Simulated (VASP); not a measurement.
# Pb (Fm-3m) in VASP: a series of runs

Pb is run at these levels: revPBE+D4, BLYP, PBEsol+D4, RPBE+D3(BJ); tasks: single point.

Everything below comes from runs of VASP 6.6.1. Logs are shortened: lines on timing, memory, paths and dates and some standing lists are left out, and cuts for length are marked.

## Step 1: The cell of the first run

It takes space group Fm-3m (No. 225, cubic). Conventional cell: a = 4.849 Å, b = 4.849 Å, c = 4.849 Å, α = 90.00°, β = 90.00°, γ = 90.00°. Pb (site symmetry m-3m) has 12 Pb at 3.43 Å within 4.5 Å.

## Step 2: Single point, revPBE+D4

File INCAR:

```
SYSTEM = Pb
PREC = Accurate
ENCUT = 520
EDIFF = 1E-7
ISMEAR = -1
SIGMA = 0.05
LREAL = .False.
LASPH = .True.
NELM = 80
ALGO = Normal
ISIF = 2
LWAVE = .False.
LCHARG = .False.
GGA = RE
IVDW = 13
NBANDS = 13
```

File KPOINTS:

```
Automatic mesh
0
Gamma
  9 9 9
  0 0 0
```

File POSCAR:

```
Pb
1.0
    0.0000000000      2.4244952108      2.4244952108
    2.4244952108      0.0000000000      2.4244952108
    2.4244952108      2.4244952108      0.0000000000
Pb
1
Direct
    0.0000000000      0.0000000000      0.0000000000
```

Potentials or basis: VASP PAW PBE potentials, release 64 (Pb_d).

Command:

```console
$ cat potpaw_PBE.64/Pb_d/POTCAR > POTCAR
$ mpirun -np 1 vasp_std > vasp.out
```

OUTCAR:

```text
SYSTEM = Pb
   PREC = Accurate
   ENCUT = 520
   EDIFF = 1E-7
   ISMEAR = -1
   LREAL = .False.
   LASPH = .True.
   NELM = 80
   ISIF = 2
   GGA = RE
   IVDW = 13

 ion  position               nearest neighbor table
   1  0.000  0.000  0.000-

  LATTYP: Found a face centered cubic cell.
 ALAT       =     4.8489904216

  Lattice vectors:

 A1 = (   0.0000000000,   2.4244952108,   2.4244952108)
 A2 = (   2.4244952108,   0.0000000000,   2.4244952108)
 A3 = (   2.4244952108,   2.4244952108,   0.0000000000)

Analysis of symmetry for initial positions (statically):
[... 5 lines left out ...]
 face centered cubic supercell.

 Subroutine GETGRP returns: Found 48 space group operations
 (whereof 48 operations were pure point group operations)
 out of a pool of 48 trial point group operations.

The static configuration has the point symmetry O_h .

Analysis of symmetry for dynamics (positions and initial velocities):
[... 5 lines left out ...]
 face centered cubic supercell.

 Subroutine GETGRP returns: Found 48 space group operations
 (whereof 48 operations were pure point group operations)
 out of a pool of 48 trial point group operations.

The dynamic configuration has the point symmetry O_h .

 Subroutine INISYM returns: Found 48 space group operations
 (whereof 48 operations are pure point group operations),
 and found     1 'primitive' translations

----------------------------------------------------------------------------------------

                                     Primitive cell

  volume of cell :      28.5032

  direct lattice vectors                    reciprocal lattice vectors
     0.000000000  2.424495211  2.424495211    -0.206228496  0.206228496  0.206228496
     2.424495211  0.000000000  2.424495211     0.206228496 -0.206228496  0.206228496
     2.424495211  2.424495211  0.000000000     0.206228496  0.206228496 -0.206228496

  length of vectors
     3.428754009  3.428754009  3.428754009     0.357198232  0.357198232  0.357198232

  position of ions in fractional coordinates (direct lattice)
     0.000000000  0.000000000  0.000000000

  ion indices of the primitive-cell ions
   primitive index   ion index
                 1           1

----------------------------------------------------------------------------------------

 KPOINTS: Automatic mesh

Automatic generation of k-mesh.
 Grid dimensions read from file:
 generate k-points for:    9    9    9

 Generating k-lattice:

[... 67 lines left out ...]
   ISIF   =      2    stress and relaxation
   ISYM   =      2    0-nonsym 1-usesym 2-fastsym
   POTIM  = 0.5000    time-step for ionic-motion
   TEBEG  =    0.0;   TEEND  =   0.0 temperature during run
   PSTRESS=    0.0 pullay stress
   NELECT =      14.0000    total number of electrons
   NUPDOWN=      -1.0000    fix difference up-down
   EMIN   =  10.00;   EMAX   =-10.00  energy-range for DOS
   EFERMI =   0.00;   METHOD = LEGACY
   ISMEAR =    -1;   SIGMA  =   0.05  broadening in eV -4-tet -1-fermi 0-gaus
   EFERMI_NEDOS =   21; number of points for ismear=-14 and -15
   IALGO  =     38    algorithm
   IMIX   =      4    mixing-type and parameters
     AMIX     =   0.40;   BMIX     =  1.00
     AMIX_MAG =   1.60;   BMIX_MAG =  1.00
  volume/ion in A,a.u.               =      28.50       192.35
  Fermi-wavevector in a.u.,A,eV,Ry     =   1.291674  2.440910 22.700248  1.668421
  Thomas-Fermi vector in A             =   2.423429
   LORBIT       =      0    0 simple, 1 ext, 2 COOP (PROOUT), +10 PAW based schemes
   GGA     = RE    functional components
   LHFCALC =     F    Hartree Fock is set to
   AEXX    =    0.0000 exact exchange contribution
   IVDW    =    13    specifies the selected vdW correction
   LEPSILON=     F    determine dielectric tensor
   LRPA    =     F    only Hartree local field effects (RPA)
 non-spin polarized calculation
  energy-cutoff  :      520.00
  volume of cell :       28.50
 maximum number of plane-waves:       779
 NGX is ok and might be reduce to    28
   NGX = 13   NGY = 13   NGZ = 13

 number of electron      14.0000001 magnetization

 Free energy of the ion-electron system (eV)
  ---------------------------------------------------
  ext. energy  EPLUGINS =         0.00000000
  ---------------------------------------------------
  free energy    TOTEN  =        -3.17694635 eV

  energy without entropy =       -3.17360291  energy(sigma->0) =       -3.17527463

 E-fermi :   7.9133     XC(G=0): -10.4179

 val. band max:        7.9092979595   @ k =  -0.2222   0.3333   0.1111
 cond. band min:       8.2206950253   @ k =   0.3333   0.3333   0.0000
 fundamental gap:      0.3113970658
 Fermi energy:         7.9132924425

 k-point     1 :       0.0000    0.0000    0.0000
  band No.  band energies     occupation
      1      -9.0855      2.00000
      2      -9.0855      2.00000
      3      -9.0855      2.00000
      4      -8.9176      2.00000
      5      -8.9176      2.00000
      6      -4.0978      2.00000
      7      16.0236      0.00000
      8      16.0236      0.00000
      9      16.0236      0.00000
     10      17.8539      0.00000
     11      20.1956      0.00000
     12      21.0310      0.00000
     13      21.0310      0.00000
[... 354 lines left out ...]
  band No.  band energies     occupation
      1      -9.2784      2.00000
      2      -9.1735      2.00000
      3      -8.7756      2.00000
      4      -8.7299      2.00000
      5      -8.7299      2.00000
      6       0.9366      2.00000
      7       5.2325      2.00000
      8      10.3228      0.00000
      9      10.3228      0.00000
     10      13.7323      0.00000
     11      14.9582      0.00000
     12      26.6952      0.00000
     13      28.7538      0.00000

 [... further k-points ...]

------------------------ aborting loop because EDIFF is reached ----------------------------------------

  DFT-D4 for vdW energy calculation

  Edisp (eV):   -0.63471

  FORCE on cell =-STRESS in cart. coord.  units (eV):
  Direction    XX          YY          ZZ          XY          YZ          ZX
  --------------------------------------------------------------------------------------
  -------------------------------------------------------------------------------------
  Total       0.65399     0.65399     0.65399     0.00000     0.00000     0.00000
  in kB      36.76077    36.76077    36.76077     0.00000     0.00000     0.00000
  external pressure =       36.76 kB  Pullay stress =        0.00 kB

 VOLUME and BASIS-vectors are now :
 -----------------------------------------------------------------------------
  energy-cutoff  :      520.00
  volume of cell :       28.50
      direct lattice vectors                 reciprocal lattice vectors
     0.000000000  2.424495211  2.424495211    -0.206228496  0.206228496  0.206228496
     2.424495211  0.000000000  2.424495211     0.206228496 -0.206228496  0.206228496
     2.424495211  2.424495211  0.000000000     0.206228496  0.206228496 -0.206228496

 POSITION                                       TOTAL-FORCE (eV/Angst)
 -----------------------------------------------------------------------------------
      0.00000      0.00000      0.00000         0.000000      0.000000      0.000000
 -----------------------------------------------------------------------------------
    total drift:                               -0.000000     -0.000000     -0.000000

  FREE ENERGIE OF THE ION-ELECTRON SYSTEM (eV)
  ---------------------------------------------------
  free  energy   TOTEN  =        -3.8116531119 eV

  energy  without entropy=       -3.8083096726  energy(sigma->0) =       -3.80998139
```

stdout:

```text
POSCAR found type information on POSCAR Pb
 POSCAR found :  1 types and       1 ions
 scaLAPACK will be used
 -----------------------------------------------------------------------------
|                                                                             |
|                                                                             |
|     You enforced a specific xc type in the INCAR file but a different       |
|     I HOPE YOU KNOW WHAT YOU ARE DOING!                                     |
|                                                                             |
 -----------------------------------------------------------------------------

 LDA part: xc-table for (Slater+PW92), standard interpolation
 POSCAR, INCAR and KPOINTS ok, starting setup
 FFT: planning ... GRIDC
 FFT: planning ... GRID_SOFT
 FFT: planning ... GRID
 WAVECAR not read
 entering main loop
```

Wall time 8.3 s (1 thread of AMD EPYC 7R13, shared host); peak memory 0.16 GiB.

Results:

```
Free energy                : -3.8117 eV
Pressure                   : 3.7 GPa
Band gap on the k mesh     : zero (band 7 reaches 16.02 eV, above the bottom of band 8 at 6.41 eV)
Dispersion energy per atom : -0.635 eV
```

Caveat: the PAW data sets were made with another functional, which shifts forces and pressure a little; spin-orbit coupling is left out, which moves the levels of the heavy elements; pairwise dispersion overbinds metals, which lowers pressure and volume.

## Step 3: Single point, BLYP

File INCAR:

```
  PREC = Accurate
  ENCUT = 520
  EDIFF = 1E-6
  ISMEAR = -1
  SIGMA = 0.05
  LREAL = False
  LASPH = True
  NELM = 100
  ALGO = Normal
  ISIF = 2
  LWAVE = False
  LCHARG = True
  GGA = B5
  ALDAX = 1.0
  AGGAX = 1.0
  AGGAC = 1.0
  ALDAC = 0.0
  LELF = True
  LVHAR = True
  NBANDS = 13
```

File KPOINTS:

```
Automatic mesh
0
Gamma
  9 9 9
```

POSCAR is that of step 2.

Potentials or basis: VASP PAW PBE potentials, release 64 (Pb_d).

Command:

```console
$ cat potpaw_PBE.64/Pb_d/POTCAR > POTCAR
$ mpirun -np 1 vasp_std > vasp.out
```

Wall time 14 s (1 thread of AMD EPYC 7R13, shared host); peak memory 0.16 GiB.

The run converged. Its results:

- Free energy: -2.7224 eV
- Pressure: 10.2 GPa
- Band gap on the k mesh: zero (band 7 reaches 16.25 eV, above the bottom of band 8 at 6.88 eV)

Levels at points of the mesh, in eV from the Fermi level:
```csv
k point,band 3,band 4,band 5,band 6,band 7,band 8,band 9,band 10,band 11,band 12
"(0.00, 0.00, 0.00)",-17.00,-16.83,-16.83,-12.08,7.89,7.89,7.89,10.22,12.76,13.23
```

Caveat: the PAW data sets were made with another functional, which shifts forces and pressure a little; spin-orbit coupling is left out, which moves the levels of the heavy elements.

## Step 4: Single point, PBEsol+D4

This run uses another cell than the first one, of 29.11 Å³/atom, 1.021 times its volume.

File INCAR:

```
ALGO     = Fast           # electronic algorithm
EDIFF    = 1E-6           # SCF threshold, eV
ENCUT    = 520            # plane-wave cutoff, eV
GGA      = PS             # functional
ISIF     = 2              # what is computed and relaxed
ISMEAR   = -1             # smearing method
IVDW     = 13             # dispersion correction
LASPH    = True           # aspherical terms in the spheres
LCHARG   = False          # write CHGCAR
LREAL    = False          # projectors in reciprocal space
LWAVE    = False          # write WAVECAR
NBANDS   = 13             # bands
NELM     = 80             # most SCF steps
PREC     = Accurate       # precision mode
SIGMA    = 0.05           # smearing width, eV
```

File KPOINTS:

```
k-points
0
Gamma
  9 9 9
```

File POSCAR:

```
Pb
1.0
    0.0000000000      2.4415696833      2.4415696833
    2.4415696833      0.0000000000      2.4415696833
    2.4415696833      2.4415696833      0.0000000000
Pb
1
Direct
    0.0000000000      0.0000000000      0.0000000000
```

Command:

```console
$ cat potpaw_PBE.64/Pb_d/POTCAR > POTCAR
$ mpirun -np 1 vasp_std > vasp.out
```

Run time: 12 s. Hardware: 1 thread of AMD EPYC 7R13, shared host; peak memory 0.16 GiB.

The run converged. Its results:

```yaml
Free_energy: -4.2776 eV
Pressure: 0.0 GPa
Band_gap_on_the_k_mesh: zero (band 7 reaches 15.30 eV, above the bottom of band 8 at 5.92 eV)
Dispersion_energy_per_atom: -0.263 eV
```

Levels at points of the mesh, in eV from the Fermi level:
```csv
k point,band 4,band 5,band 6,band 7,band 8,band 9,band 10,band 11
"(0.00, 0.00, 0.00)",-16.69,-16.69,-11.88,7.91,7.91,7.91,9.96,12.01
```

Caveat: the PAW data sets were made with another functional, which shifts forces and pressure a little; spin-orbit coupling is left out, which moves the levels of the heavy elements; pairwise dispersion overbinds metals, which lowers pressure and volume.

## Step 5: Single point, PBEsol+D4

This run uses another cell than the first one, of 29.72 Å³/atom, 1.043 times its volume.

File INCAR:

```
SYSTEM = Pb
PREC = Accurate
ENCUT = 520
EDIFF = 1E-6
ISMEAR = -1
SIGMA = 0.05
LREAL = .FALSE.
LASPH = .TRUE.
NELM = 80
ALGO = Normal
ISIF = 2
LWAVE = .FALSE.
LCHARG = .FALSE.
GGA = PS
IVDW = 13
NBANDS = 13
```

File KPOINTS:

```
regular mesh
0
G
  9 9 9
  0 0 0
```

File POSCAR:

```
Pb
1.0
    0.0000000000      2.4584086270      2.4584086270
    2.4584086270      0.0000000000      2.4584086270
    2.4584086270      2.4584086270      0.0000000000
Pb
1
Direct
    0.0000000000      0.0000000000      0.0000000000
```

Command:

```console
$ cat potpaw_PBE.64/Pb_d/POTCAR > POTCAR
$ mpirun -np 1 vasp_std > vasp.out
```

It took 8.4 s on 1 thread of AMD EPYC 7R13, shared host; peak memory 0.16 GiB.

Results (log left out):

```
Free energy                : -4.2759 eV
Pressure                   : -1.1 GPa
Band gap on the k mesh     : zero (band 7 reaches 14.90 eV, above the bottom of band 8 at 5.73 eV)
Dispersion energy per atom : -0.258 eV
```

Levels at points of the mesh, in eV from the Fermi level:
```
           k point  band 3  band 4  band 5  band 6  band 7  band 8  band 9  band 10  band 11  band 12
(0.00, 0.00, 0.00)  -16.84  -16.69  -16.69  -11.75    7.73    7.73    7.73     9.94    11.74    12.79
```

Caveat: the PAW data sets were made with another functional, which shifts forces and pressure a little; spin-orbit coupling is left out, which moves the levels of the heavy elements; pairwise dispersion overbinds metals, which lowers pressure and volume.

## Step 6: Single point, RPBE+D3(BJ)

This run uses another cell than the first one, of 29.11 Å³/atom, 1.021 times its volume.

File INCAR:

```
SYSTEM = Pb
  PREC = Accurate
  ENCUT = 520
  EDIFF = 1E-7
  ISMEAR = -1
  SIGMA = 0.05
  LREAL = .FALSE.
  LASPH = .TRUE.
  NELM = 60
  ALGO = Normal
  ISIF = 2
  LWAVE = .FALSE.
  LCHARG = .TRUE.
  GGA = RP
  IVDW = 12
  LELF = .TRUE.
  LVHAR = .TRUE.
  NBANDS = 13
```

KPOINTS is that of step 5.

File POSCAR:

```
Pb
1.0
    0.0000000000      2.4415696833      2.4415696833
    2.4415696833      0.0000000000      2.4415696833
    2.4415696833      2.4415696833      0.0000000000
Pb
1
Direct
    0.0000000000      0.0000000000      0.0000000000
```

Potentials or basis: VASP PAW PBE potentials, release 64 (Pb_d).

Command:

```console
$ cat potpaw_PBE.64/Pb_d/POTCAR > POTCAR
$ mpirun -np 1 vasp_std > vasp.out
```

Wall time 10 s (1 thread of AMD EPYC 7R13, shared host); peak memory 0.17 GiB.

The run converged. Its results:

* Free energy: -5.7397 eV
* Pressure: -16.0 GPa
* Band gap on the k mesh: zero (band 7 reaches 15.65 eV, above the bottom of band 8 at 6.24 eV)
* Dispersion energy per atom: -2.613 eV

Levels at points of the mesh, in eV from the Fermi level:
```
           k point  band 5  band 6  band 7  band 8  band 9  band 10
(0.00, 0.00, 0.00)  -16.85  -11.87    7.93    7.93    7.93     9.91
```

Caveat: the PAW data sets were made with another functional, which shifts forces and pressure a little; spin-orbit coupling is left out, which moves the levels of the heavy elements; pairwise dispersion overbinds metals, which lowers pressure and volume.

## Step 7: Overview

| level | cell | gap on the mesh (eV) | pressure (GPa) |
| --- | --- | --- | --- |
| revPBE+D4 | a = 3.429 Å, angles 60.0°, 1 atom | none | 3.7 |
| BLYP | a = 3.429 Å, angles 60.0°, 1 atom | none | 10.2 |
| PBEsol+D4 | a = 3.453 Å, angles 60.0°, 1 atom | none | 0.0 |
| PBEsol+D4 | a = 3.477 Å, angles 60.0°, 1 atom | none | -1.1 |
| RPBE+D3(BJ) | a = 3.453 Å, angles 60.0°, 1 atom | none | -16.0 |

Alike in all rows: task single point; potentials or basis VASP PAW PBE potentials, release 64 (Pb_d); no spin polarisation; k mesh 9 × 9 × 9; cutoff (eV) 520; smearing fermi-dirac 0.05 eV.

Caveats: the PAW data sets were made with another functional, which shifts forces and pressure a little; spin-orbit coupling is left out, which moves the levels of the heavy elements; pairwise dispersion overbinds metals, which lowers pressure and volume (some runs).

Total energies depend on the potentials used, so only differences within one code and one set of settings carry meaning.
